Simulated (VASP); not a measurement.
Al: single point with PBEsol

Al:

```
Al
1.0
     2.77590    0.00000    0.00000
    -1.38795    2.40400    0.00000
     0.00000    0.00000    9.01969
Al
4
Direct
  0.00000 0.00000 0.00000
  0.33333 0.66667 0.25000
  0.00000 0.00000 0.50000
  0.66667 0.33333 0.75000
```

```json
{
 "Program": "VASP 6.6.1",
 "Task": "single point",
 "Functional": "PBEsol",
 "Potentials or basis": "VASP PAW PBE potentials, release 64 (Al)",
 "Cutoff": "520 eV",
 "k mesh": "9 × 9 × 3",
 "Occupations": "methfessel-paxton, width 0.15 eV",
 "Spin": "no spin polarisation",
 "Dipole correction": "no",
 "Further INCAR settings": "ALGO = Normal; EDIFF = 1e-06; NBANDS = 14"
}
```

- Pressure: 7.1 GPa
- Band gap on the k mesh: zero (band 6 reaches 13.07 eV, above the bottom of band 7 at 7.54 eV)

Stress tensor (GPa, compression positive):
```
5.74 0.00 0.00
0.00 5.74 0.00
0.00 0.00 9.77
```

Levels at points of the mesh, in eV from the Fermi level:
```
           k point  band 2  band 3  band 4  band 5  band 6  band 7  band 8  band 9
(0.00, 0.00, 0.00)   -9.86   -9.85   -4.81   -4.32    3.84    3.85   11.41   11.41
```

Run time: 37 s on 1 thread of AMD EPYC 7R13, with other jobs on the host, peak memory 0.15 GiB.

Caveat: the PAW data sets were made with another functional, which shifts forces and pressure a little.
